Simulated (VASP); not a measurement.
# SiO2 (Cristobalite) (P4_12_12) in VASP: further runs

Aim: see how the results for SiO2 (Cristobalite) move with the level of theory and the settings. Levels: PBE, r2SCAN. Tasks: electric field gradients.

Program: VASP 6.6.1. These are calculated values, not measurements. Logs are shortened: lines on timing, memory, paths and dates and some standing lists are left out, and cuts for length are marked.

### 1 The cell of the first run

It takes space group P4_12_12 (No. 92, tetragonal). Conventional cell: a = 4.682 Å, b = 4.682 Å, c = 6.311 Å, α = 90.00°, β = 90.00°, γ = 90.00°. Within 2.1 Å of Si (site symmetry 2) lie 4 O at 1.60 to 1.62 Å. Within 2.1 Å of O (site symmetry 1) lie 2 Si at 1.60 to 1.62 Å.

### 2 Electric field gradients, PBE

File INCAR:

```
SYSTEM = SiO2
ALGO = Normal
EDIFF = 1E-8
ENCUT = 520
GGA = PE
ISIF = 2
ISMEAR = -1
LASPH = .True.
LCHARG = .False.
LEFG = .True.
LREAL = .False.
LWAVE = .False.
NBANDS = 44
NELM = 60
PREC = Accurate
SIGMA = 0.02
```

File KPOINTS:

```
k-points
0
Gamma
  5 5 4
  0 0 0
```

File POSCAR:

```
SiO2
1.0
    4.6820000000      0.0000000000      0.0000000000
    0.0000000000      4.6820000000      0.0000000000
    0.0000000000      0.0000000000      6.3110000000
Si O
4 8
Direct
    0.3316000000      0.3316000000      0.0000000000
    0.1684000000      0.8316000000      0.2500000000
    0.6684000000      0.6684000000      0.5000000000
    0.8316000000      0.1684000000      0.7500000000
    0.2297000000      0.1648000000      0.2119000000
    0.3352000000      0.7297000000      0.4619000000
    0.7703000000      0.8352000000      0.7119000000
    0.6648000000      0.2703000000      0.9619000000
    0.7297000000      0.3352000000      0.5381000000
    0.8352000000      0.7703000000      0.2881000000
    0.2703000000      0.6648000000      0.0381000000
    0.1648000000      0.2297000000      0.7881000000
```

Potentials or basis: VASP PAW PBE potentials, release 64 (Si, O).

Command:

```
> cat potpaw_PBE.64/Si/POTCAR potpaw_PBE.64/O/POTCAR > POTCAR
> mpirun -np 1 vasp_std > vasp.out
```

OUTCAR:

```text
SYSTEM = SiO2
   EDIFF = 1E-8
   ENCUT = 520
   GGA = PE
   ISIF = 2
   ISMEAR = -1
   LASPH = .True.
   LREAL = .False.
   NELM = 60
   PREC = Accurate

 ion  position               nearest neighbor table
   1  0.332  0.332  0.000-   8 1.60  11 1.60   5 1.62  12 1.62   2 2.92   4 2.92   2 2.92   4 2.92

   2  0.168  0.832  0.250-   5 1.60  10 1.60   6 1.62  11 1.62   1 2.92   3 2.92   1 2.92   3 2.92

   3  0.668  0.668  0.500-   6 1.60   9 1.60   7 1.62  10 1.62   2 2.92   4 2.92   4 2.92   2 2.92

   4  0.832  0.168  0.750-   7 1.60  12 1.60   9 1.62   8 1.62   1 2.92   3 2.92   3 2.92   1 2.92

   5  0.230  0.165  0.212-   2 1.60   1 1.62
   6  0.335  0.730  0.462-   3 1.60   2 1.62
   7  0.770  0.835  0.712-   4 1.60   3 1.62
   8  0.665  0.270  0.962-   1 1.60   4 1.62
   9  0.730  0.335  0.538-   3 1.60   4 1.62
  10  0.835  0.770  0.288-   2 1.60   3 1.62
  11  0.270  0.665  0.038-   1 1.60   2 1.62
  12  0.165  0.230  0.788-   4 1.60   1 1.62

  LATTYP: Found a simple tetragonal cell.
 ALAT       =     4.6820000000
 C/A-ratio  =     1.3479282358

  Lattice vectors:

 A1 = (   4.6820000000,   0.0000000000,   0.0000000000)
 A2 = (   0.0000000000,   4.6820000000,   0.0000000000)
 A3 = (   0.0000000000,   0.0000000000,   6.3110000000)

Analysis of symmetry for initial positions (statically):
=====================================================================
 Subroutine PRICEL returns:
 Original cell was already a primitive cell.

 Routine SETGRP: Setting up the symmetry group for a
 simple tetragonal supercell.

 Subroutine GETGRP returns: Found  8 space group operations
 (whereof  2 operations were pure point group operations)
 out of a pool of 16 trial point group operations.

The static configuration has the point symmetry C_2 .
 The point group associated with its full space group is D_4 .

Analysis of symmetry for dynamics (positions and initial velocities):
=====================================================================
 Subroutine PRICEL returns:
 Original cell was already a primitive cell.

 Routine SETGRP: Setting up the symmetry group for a
 simple tetragonal supercell.

 Subroutine GETGRP returns: Found  8 space group operations
[... 1030 lines left out ...]
  energy-cutoff  :      520.00
  volume of cell :      138.34
      direct lattice vectors                 reciprocal lattice vectors
     4.682000000  0.000000000  0.000000000     0.213583938  0.000000000  0.000000000
     0.000000000  4.682000000  0.000000000     0.000000000  0.213583938  0.000000000
     0.000000000  0.000000000  6.311000000     0.000000000  0.000000000  0.158453494

 POSITION                                       TOTAL-FORCE (eV/Angst)
 -----------------------------------------------------------------------------------
      1.55255      1.55255      0.00000        -0.208456     -0.208456      0.000000
      0.78845      3.89355      1.57775         0.208456     -0.208456      0.000000
      3.12945      3.12945      3.15550         0.208456      0.208456      0.000000
      3.89355      0.78845      4.73325        -0.208456      0.208456      0.000000
      1.07546      0.77159      1.33730        -0.115178      0.449312      0.004780
      1.56941      3.41646      2.91505        -0.449312     -0.115178      0.004780
      3.60654      3.91041      4.49280         0.115178     -0.449312      0.004780
      3.11259      1.26554      6.07055         0.449312      0.115178      0.004780
      3.41646      1.56941      3.39595        -0.115178     -0.449312     -0.004780
      3.91041      3.60654      1.81820        -0.449312      0.115178     -0.004780
      1.26554      3.11259      0.24045         0.115178      0.449312     -0.004780
      0.77159      1.07546      4.97370         0.449312     -0.115178     -0.004780
 -----------------------------------------------------------------------------------
    total drift:                                0.000000     -0.000000     -0.000000

  FREE ENERGIE OF THE ION-ELECTRON SYSTEM (eV)
  ---------------------------------------------------
  free  energy   TOTEN  =       -93.9742013718 eV

  energy  without entropy=      -93.9742013718  energy(sigma->0) =      -93.97420137

 Electric field gradients (V/A^2)
---------------------------------------------------------------------
 ion       V_xx      V_yy      V_zz      V_xy      V_xz      V_yz
---------------------------------------------------------------------
   1      -2.553    -2.553     5.106     7.100     4.241    -4.241
   2      -2.553    -2.553     5.106    -7.100     4.241     4.241
   3      -2.553    -2.553     5.106     7.100    -4.241     4.241
   4      -2.553    -2.553     5.106    -7.100    -4.241    -4.241
   5     -45.086    38.340     6.746    28.797   -20.031   -41.732
   6      38.340   -45.086     6.746   -28.797    41.732   -20.031
   7     -45.086    38.340     6.746    28.797    20.031    41.732
   8      38.340   -45.086     6.746   -28.797   -41.732    20.031
   9     -45.086    38.340     6.746   -28.797    20.031   -41.732
  10      38.340   -45.086     6.746    28.797   -41.732   -20.031
  11     -45.086    38.340     6.746   -28.797   -20.031    41.732
  12      38.340   -45.086     6.746    28.797    41.732    20.031
---------------------------------------------------------------------

 Electric field gradients after diagonalization (V/A^2)
 (convention: |V_zz| > |V_xx| > |V_yy|)
----------------------------------------------------------------------
 ion       V_xx      V_yy      V_zz     asymmetry (V_yy - V_xx)/ V_zz
----------------------------------------------------------------------
   1       7.236     4.547   -11.783       0.228
   2       7.236     4.547   -11.783       0.228
   3       7.236     4.547   -11.783       0.228
   4       7.236     4.547   -11.783       0.228
   5     -55.147   -22.078    77.225       0.428
   6     -55.147   -22.078    77.225       0.428
   7     -55.147   -22.078    77.225       0.428
   8     -55.147   -22.078    77.225       0.428
   9     -55.147   -22.078    77.225       0.428
  10     -55.147   -22.078    77.225       0.428
  11     -55.147   -22.078    77.225       0.428
  12     -55.147   -22.078    77.225       0.428
----------------------------------------------------------------------

           NMR quadrupolar parameters

 Cq : quadrupolar parameter    Cq=e*Q*V_zz/h
 eta: asymmetry parameters     (V_yy - V_xx)/ V_zz
 Q  : nuclear electric quadrupole moment in mb (millibarn)
----------------------------------------------------------------------
 ion       Cq(MHz)       eta       Q (mb)
----------------------------------------------------------------------
   1      -0.028       0.228       1.000
   2      -0.028       0.228       1.000
   3      -0.028       0.228       1.000
   4      -0.028       0.228       1.000
   5       0.187       0.428       1.000
   6       0.187       0.428       1.000
   7       0.187       0.428       1.000
   8       0.187       0.428       1.000
   9       0.187       0.428       1.000
  10       0.187       0.428       1.000
  11       0.187       0.428       1.000
  12       0.187       0.428       1.000
----------------------------------------------------------------------
```

OSZICAR:

```text
N       E                     dE             d eps       ncg     rms          rms(c)
DAV:   1     0.364272419880E+03    0.36427E+03   -0.34377E+04  1584   0.137E+03
DAV:   2    -0.824094805573E+02   -0.44668E+03   -0.43433E+03  1996   0.315E+02
DAV:   3    -0.105868362534E+03   -0.23459E+02   -0.23351E+02  1984   0.751E+01
DAV:   4    -0.106134539956E+03   -0.26618E+00   -0.26574E+00  1976   0.892E+00
DAV:   5    -0.106138618380E+03   -0.40784E-02   -0.40754E-02  1984   0.107E+00    0.294E+01
DAV:   6    -0.939239104285E+02    0.12215E+02   -0.44803E+01  1892   0.317E+01    0.143E+01
DAV:   7    -0.939579782106E+02   -0.34068E-01   -0.15639E+00  1944   0.531E+00    0.511E+00
DAV:   8    -0.939577080158E+02    0.27019E-03   -0.69981E-02  1928   0.173E+00    0.199E+00
DAV:   9    -0.939726755289E+02   -0.14968E-01   -0.32151E-02  1832   0.113E+00    0.339E-01
DAV:  10    -0.939741611478E+02   -0.14856E-02   -0.33966E-03  1960   0.283E-01    0.107E-01
DAV:  11    -0.939741887929E+02   -0.27645E-04   -0.60964E-04  1848   0.135E-01    0.168E-02
DAV:  12    -0.939742012418E+02   -0.12449E-04   -0.33575E-05  1976   0.277E-02    0.144E-02
DAV:  13    -0.939742008484E+02    0.39340E-06   -0.13211E-05  1920   0.175E-02    0.443E-03
DAV:  14    -0.939742014192E+02   -0.57076E-06   -0.63861E-07  1864   0.404E-03    0.762E-04
DAV:  15    -0.939742013733E+02    0.45920E-07   -0.83837E-08  1888   0.135E-03    0.838E-04
DAV:  16    -0.939742013718E+02    0.15225E-08   -0.20697E-08  1324   0.739E-04
   1 F= -.93974201E+02 E0= -.93974201E+02  d E =-.190848E-11
```

Wall time 2.1 min (1 thread of Intel Xeon Platinum 8375C at 2.90GHz (Ice Lake), shared host); peak memory 0.26 GiB.

What came out:

- Free energy: -93.9742 eV
- Pressure: 11.9 GPa
- Largest force: 0.464 eV/Å
- Band gap on the k mesh: 5.98 eV, direct

Forces in eV/Å, atoms in the order of the input:
```
Si  -0.208 -0.208  0.000
Si   0.208 -0.208  0.000
Si   0.208  0.208  0.000
Si  -0.208  0.208  0.000
O   -0.115  0.449  0.005
O   -0.449 -0.115  0.005
O    0.115 -0.449  0.005
O    0.449  0.115  0.005
O   -0.115 -0.449 -0.005
O   -0.449  0.115 -0.005
O    0.115  0.449 -0.005
O    0.449 -0.115 -0.005
```

Stress tensor (GPa, compression positive):
```
12.83  0.00  0.00
 0.00 12.83  0.00
 0.00  0.00  9.92
```

Levels at points of the mesh, in eV from the valence-band top:
```
           k point  band 29  band 30  band 31  band 32  band 33  band 34  band 35  band 36
(0.00, 0.00, 0.00)    -1.06    -0.73    -0.73     0.00     5.98     8.97     8.97     9.25
(0.00, 0.00, 0.50)    -1.00    -1.00    -0.42    -0.42     7.51     7.51     9.04     9.04
```

Electric field gradients, principal values (V/Å²):
```
atom    least   middle  greatest (by size)
1 Si    4.547    7.236             -11.783
2 Si    4.547    7.236             -11.783
3 Si    4.547    7.236             -11.783
4 Si    4.547    7.236             -11.783
 5 O  -22.078  -55.147              77.225
 6 O  -22.078  -55.147              77.225
 7 O  -22.078  -55.147              77.225
 8 O  -22.078  -55.147              77.225
 9 O  -22.078  -55.147              77.225
10 O  -22.078  -55.147              77.225
11 O  -22.078  -55.147              77.225
12 O  -22.078  -55.147              77.225
```

Caveat: without QUAD_EFG the Cq values of the log hold for a quadrupole moment of 1 mb, not for the nuclei. A k mesh can miss the band edges.

(Continued in part 2 of 2.)
